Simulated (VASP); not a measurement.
# SnTe (P6_3/mmc) in VASP: a series of runs

SnTe is run at these levels: PBE; tasks: relaxation of cell and atoms, single point.

Everything below comes from runs of VASP 6.6.1. Logs are shortened: lines on timing, memory, paths and dates and some standing lists are left out, and cuts for length are marked.

### Step 1. The cell of the first run

The structure is hexagonal, space group P6_3/mmc (No. 194). Conventional cell: a = 4.532 Å, b = 4.532 Å, c = 7.403 Å, α = 90.00°, β = 90.00°, γ = 120.00°. Sn (site symmetry -3m) has 6 Te at 3.21 Å and 2 Sn at 3.70 Å within 4.2 Å. Te (site symmetry -6m2) has 6 Sn at 3.21 Å within 4.2 Å.

### Step 2. Relaxation of cell and atoms, PBE

Input file INCAR:

```
SYSTEM = SnTe
PREC = Accurate
ENCUT = 600
EDIFF = 1E-7
ISMEAR = 0
SIGMA = 0.01
LREAL = .False.
LASPH = .True.
NELM = 100
ALGO = Normal
ISIF = 3
LWAVE = .False.
LCHARG = .False.
GGA = PE
IBRION = 2
NSW = 65
EDIFFG = -0.01
```

Input file KPOINTS:

```
regular mesh
0
Gamma
  12 12 6
  0 0 0
```

Input file POSCAR:

```
SnTe
1.0
    4.5323837212      0.0000000000      0.0000000000
   -2.2661918606      3.9251594423      0.0000000000
    0.0000000000      0.0000000000      7.4029699012
Sn Te
2 2
Direct
    0.0000000000      0.0000000000      0.0000000000
    0.0000000000      0.0000000000      0.5000000000
    0.3333333333      0.6666666667      0.2500000000
    0.6666666667      0.3333333333      0.7500000000
```

Potentials or basis: VASP PAW PBE potentials, release 64 (Sn_d, Te).

Run with:

```
> cat potpaw_PBE.64/Sn_d/POTCAR potpaw_PBE.64/Te/POTCAR > POTCAR
> mpirun -np 1 vasp_std > vasp.out
```

OUTCAR:

```text
SYSTEM = SnTe
   PREC = Accurate
   ENCUT = 600
   EDIFF = 1E-7
   ISMEAR = 0
   LREAL = .False.
   LASPH = .True.
   NELM = 100
   ISIF = 3
   GGA = PE
   IBRION = 2
   NSW = 65
   EDIFFG = -0.01

 ion  position               nearest neighbor table
   1  0.000  0.000  0.000-   3 3.21   4 3.21   4 3.21   3 3.21   4 3.21   3 3.21   2 3.70   2 3.70

   2  0.000  0.000  0.500-   3 3.21   4 3.21   4 3.21   3 3.21   4 3.21   3 3.21   1 3.70   1 3.70

   3  0.333  0.667  0.250-   1 3.21   2 3.21   1 3.21   2 3.21   1 3.21   2 3.21
   4  0.667  0.333  0.750-   1 3.21   2 3.21   1 3.21   2 3.21   1 3.21   2 3.21

  LATTYP: Found a hexagonal cell.
 ALAT       =     4.5323837212
 C/A-ratio  =     1.6333502096

  Lattice vectors:

 A1 = (   4.5323837212,   0.0000000000,   0.0000000000)
 A2 = (  -2.2661918606,   3.9251594423,   0.0000000000)
 A3 = (   0.0000000000,   0.0000000000,   7.4029699012)

Analysis of symmetry for initial positions (statically):
=====================================================================
 Subroutine PRICEL returns:
 Original cell was already a primitive cell.

 Routine SETGRP: Setting up the symmetry group for a
 hexagonal supercell.

 Subroutine GETGRP returns: Found 24 space group operations
 (whereof 12 operations were pure point group operations)
 out of a pool of 24 trial point group operations.

The static configuration has the point symmetry D_3d.
 The point group associated with its full space group is D_6h.

Analysis of symmetry for dynamics (positions and initial velocities):
=====================================================================
 Subroutine PRICEL returns:
 Original cell was already a primitive cell.

 Routine SETGRP: Setting up the symmetry group for a
 hexagonal supercell.

 Subroutine GETGRP returns: Found 24 space group operations
 (whereof 12 operations were pure point group operations)
 out of a pool of 24 trial point group operations.

The dynamic configuration has the point symmetry D_3d.
 The point group associated with its full space group is D_6h.

 Subroutine INISYM returns: Found 24 space group operations
 (whereof 12 operations are pure point group operations),
 and found     1 'primitive' translations

----------------------------------------------------------------------------------------

                                     Primitive cell

  volume of cell :     131.7013

  direct lattice vectors                    reciprocal lattice vectors
     4.532383721  0.000000000  0.000000000     0.220634452  0.127383360  0.000000000
    -2.266191861  3.925159442  0.000000000     0.000000000  0.254766721  0.000000000
     0.000000000  0.000000000  7.402969901     0.000000000  0.000000000  0.135080922

  length of vectors
     4.532383721  4.532383721  7.402969901     0.254766721  0.254766721  0.135080922

  position of ions in fractional coordinates (direct lattice)
     0.000000000  0.000000000  0.000000000
     0.000000000  0.000000000  0.500000000
     0.333333333  0.666666667  0.250000000
     0.666666667  0.333333333  0.750000000

  ion indices of the primitive-cell ions
   primitive index   ion index
                 1           1
                 2           2
                 3           3
                 4           4

----------------------------------------------------------------------------------------

 KPOINTS: regular mesh

Automatic generation of k-mesh.
 Grid dimensions read from file:
 generate k-points for:   12   12    6

 Generating k-lattice:

  Cartesian coordinates                     Fractional coordinates (reciprocal lattice)
     0.018386204  0.010615280  0.000000000     0.083333333  0.000000000  0.000000000
     0.000000000  0.021230560  0.000000000     0.000000000  0.083333333  0.000000000
     0.000000000  0.000000000  0.022513487     0.000000000  0.000000000  0.166666667

  Length of vectors
     0.021230560  0.021230560  0.022513487

  Shift w.r.t. Gamma in fractional coordinates (k-lattice)
     0.000000000  0.000000000  0.000000000

 Subroutine IBZKPT returns following result:
 ===========================================

 Found     76 irreducible k-points:

 Following reciprocal coordinates:
            Coordinates               Weight
  0.000000  0.000000  0.000000      1.000000
  0.083333  0.000000  0.000000      6.000000
  0.166667  0.000000  0.000000      6.000000
  0.250000  0.000000  0.000000      6.000000
  0.333333  0.000000  0.000000      6.000000
  0.416667  0.000000  0.000000      6.000000
[... 16 lines left out ...]
  0.250000  0.000000  0.166667     12.000000
  0.333333  0.000000  0.166667     12.000000
 [... further k-points ...]
   k-points           NKPTS =     76   k-points in BZ     NKDIM =     76   number of bands    NBANDS=     24
   number of dos      NEDOS =    301   number of ions     NIONS =      4
   total plane-waves  NPLWV =  77760
   dimension x,y,z NGX =    36 NGY =   36 NGZ =   60
   dimension x,y,z NGXF=    72 NGYF=   72 NGZF=  120
   ions per type =               2   2
   NGX,Y,Z   is equivalent  to a cutoff of  13.20, 13.20, 13.47 a.u.
   NGXF,Y,Z  is equivalent  to a cutoff of  26.41, 26.41, 26.95 a.u.
 SYSTEM =  SnTe
   PREC   = accura    normal or accurate (medium, high low for compatibility)
   ISTART =      0    job   : 0-new  1-cont  2-samecut
   ICHARG =      2    charge: 1-file 2-atom 10-const
   ISPIN  =      1    spin polarized calculation?
   LNONCOLLINEAR =      F non collinear calculations
   LSORBIT =      F    spin-orbit coupling
   LASPH  =      T    aspherical Exc in radial PAW
   ENCUT  =  600.0 eV  44.10 Ry    6.64 a.u.   9.05  9.05 14.79*2*pi/ulx,y,z
   NELM   =    100;   NELMIN=  2; NELMDL= -5     # of ELM steps
   EDIFF  = 0.1E-06   stopping-criterion for ELM
   LREAL  =      F    real-space projection
   EDIFFG = -.1E-01   stopping-criterion for IOM
   NSW    =     65    number of steps for IOM
   IBRION =      2    ionic relax: 0-MD 1-quasi-New 2-CG
   NFREE  =      1    steps in history (QN), initial steepest desc. (CG)
   ISIF   =      3    stress and relaxation
   ISYM   =      2    0-nonsym 1-usesym 2-fastsym
   POTIM  = 0.5000    time-step for ionic-motion
   TEBEG  =    0.0;   TEEND  =   0.0 temperature during run
   PSTRESS=    0.0 pullay stress
   NELECT =      40.0000    total number of electrons
   NUPDOWN=      -1.0000    fix difference up-down
   EMIN   =  10.00;   EMAX   =-10.00  energy-range for DOS
   EFERMI =   0.00;   METHOD = LEGACY
   ISMEAR =     0;   SIGMA  =   0.01  broadening in eV -4-tet -1-fermi 0-gaus
   EFERMI_NEDOS =   21; number of points for ismear=-14 and -15
   IALGO  =     38    algorithm
   IMIX   =      4    mixing-type and parameters
     AMIX     =   0.40;   BMIX     =  1.00
     AMIX_MAG =   1.60;   BMIX_MAG =  1.00
  volume/ion in A,a.u.               =      32.93       222.19
  Fermi-wavevector in a.u.,A,eV,Ry     =   1.100436  2.079523 16.476107  1.210960
  Thomas-Fermi vector in A             =   2.236847
   LORBIT       =      0    0 simple, 1 ext, 2 COOP (PROOUT), +10 PAW based schemes
   GGA     = PE    functional components
   LHFCALC =     F    Hartree Fock is set to
   AEXX    =    0.0000 exact exchange contribution
   IVDW    =     0    specifies the selected vdW correction
   LEPSILON=     F    determine dielectric tensor
   LRPA    =     F    only Hartree local field effects (RPA)
 conjugate gradient relaxation of ions
 non-spin polarized calculation
 Gauss-broadening in eV      SIGMA  =   0.01
  energy-cutoff  :      600.00
  volume of cell :      131.70
 maximum number of plane-waves:      4437
   NGX = 19   NGY = 19   NGZ = 29

--------------------------------------- Ionic step        1  -------------------------------------------

 number of electron      39.9999988 magnetization

 Free energy of the ion-electron system (eV)
  ---------------------------------------------------
  ext. energy  EPLUGINS =         0.00000000
  ---------------------------------------------------
  free energy    TOTEN  =       -14.86500491 eV

  energy without entropy =      -14.86495900  energy(sigma->0) =      -14.86498196

------------------------ aborting loop because EDIFF is reached ----------------------------------------

  FORCE on cell =-STRESS in cart. coord.  units (eV):
  Direction    XX          YY          ZZ          XY          YZ          ZX
  --------------------------------------------------------------------------------------
  -------------------------------------------------------------------------------------
  Total        0.4474199      0.4474199      2.0708386      0.0000000      0.0000000     -0.0000000
  in kB        5.4429701      5.4429701     25.1922450      0.0000000      0.0000000     -0.0000000
  external PRESSURE =      12.0260617 kB  Pullay stress =       0.0000000 kB
[... 289 lines left out ...]
  energy  without entropy=      -14.9242598389  energy(sigma->0) =      -14.92427733

--------------------------------------- Ionic step        9  -------------------------------------------

 number of electron      40.0000005 magnetization

 Free energy of the ion-electron system (eV)
  ---------------------------------------------------
  ext. energy  EPLUGINS =         0.00000000
  ---------------------------------------------------
  free energy    TOTEN  =       -14.92443370 eV

  energy without entropy =      -14.92439871  energy(sigma->0) =      -14.92441621

 E-fermi :   6.2569     XC(G=0):  -9.1672

 val. band max:        6.1347932263   @ k =   0.4167   0.0000   0.0000
 cond. band min:       6.2691715562   @ k =   0.3333   0.2500   0.5000
 fundamental gap:      0.1343783299
 Fermi energy:         6.2569268397

 k-point     1 :       0.0000    0.0000    0.0000
  band No.  band energies     occupation
      1     -15.7876      2.00000
      2     -15.7840      2.00000
      3     -15.7840      2.00000
      4     -15.7808      2.00000
      5     -15.7808      2.00000
      6     -15.7744      2.00000
[... 637 lines left out ...]
     23       7.8831      0.00000
     24       8.9642      0.00000

 [... further k-points ...]

------------------------ aborting loop because EDIFF is reached ----------------------------------------

  FORCE on cell =-STRESS in cart. coord.  units (eV):
  Direction    XX          YY          ZZ          XY          YZ          ZX
  --------------------------------------------------------------------------------------
  -------------------------------------------------------------------------------------
  Total       -0.0046640     -0.0046640      0.0070809      0.0000000      0.0000000     -0.0000000
  in kB       -0.0556356     -0.0556356      0.0844654      0.0000000      0.0000000     -0.0000000
  external PRESSURE =      -0.0089353 kB  Pullay stress =       0.0000000 kB
[... 19 lines left out ...]
  FREE ENERGIE OF THE ION-ELECTRON SYSTEM (eV)
  ---------------------------------------------------
  free  energy   TOTEN  =       -14.9244337020 eV

  energy  without entropy=      -14.9243987097  energy(sigma->0) =      -14.92441621

 reached required accuracy - stopping structural energy minimisation
```

Wall time 12 min (1 thread of Intel Xeon 6975P-C (Granite Rapids), shared host); peak memory 0.48 GiB.

What came out:

| Property | Result |
| --- | --- |
| Free energy | -14.9244 eV |
| Relaxed volume | 33.58 Å³/atom |
| Relaxed cell | a = 4.443 Å, b = 4.443 Å, c = 7.857 Å, α = 90.00°, β = 90.00°, γ = 120.00° |
| Space group after relaxing (to 0.1 Å) | P6_3/mmc (No. 194) |
| Energy gained by relaxing | 14.9 meV/atom |
| Ionic steps | 9 |
| Pressure after relaxing | 0.0 GPa |
| Band gap on the k mesh | zero (bands 20 and 21 overlap by 0.59 eV) |

The path:
```tsv
step	energy change (eV)	largest force (eV/Å)	pressure (GPa)	volume (Å³)
1	0.0000	0.0000	1.20	131.70
2	-0.0308	0.0000	-0.30	136.45
3	-0.0311	0.0000	-0.46	137.03
4	-0.0454	0.0000	-0.37	136.35
5	-0.0572	0.0000	-0.05	134.12
6	-0.0592	0.0000	-0.15	134.81
7	-0.0592	0.0000	-0.14	134.76
8	-0.0593	0.0000	0.11	133.96
9	-0.0594	0.0000	0.00	134.31
```

Final structure:
```cif
data_structure
_symmetry_space_group_name_H-M 'P 1'
_symmetry_Int_Tables_number 1
_cell_length_a 4.4429
_cell_length_b 4.4429
_cell_length_c 7.8571
_cell_angle_alpha 90.000
_cell_angle_beta 90.000
_cell_angle_gamma 120.000
_cell_volume 134.31
loop_
_atom_site_label
_atom_site_type_symbol
_atom_site_fract_x
_atom_site_fract_y
_atom_site_fract_z
_atom_site_occupancy
Sn1 Sn 0.00000 0.00000 0.00000 1
Sn2 Sn 0.00000 0.00000 0.50000 1
Te1 Te 0.33333 0.66667 0.25000 1
Te2 Te 0.66667 0.33333 0.75000 1
```

Caveat: semilocal functionals underestimate gaps, so a narrow gap can read as zero; spin-orbit coupling is left out, which moves the levels of the heavy elements.

(Continued in part 2 of 2.)
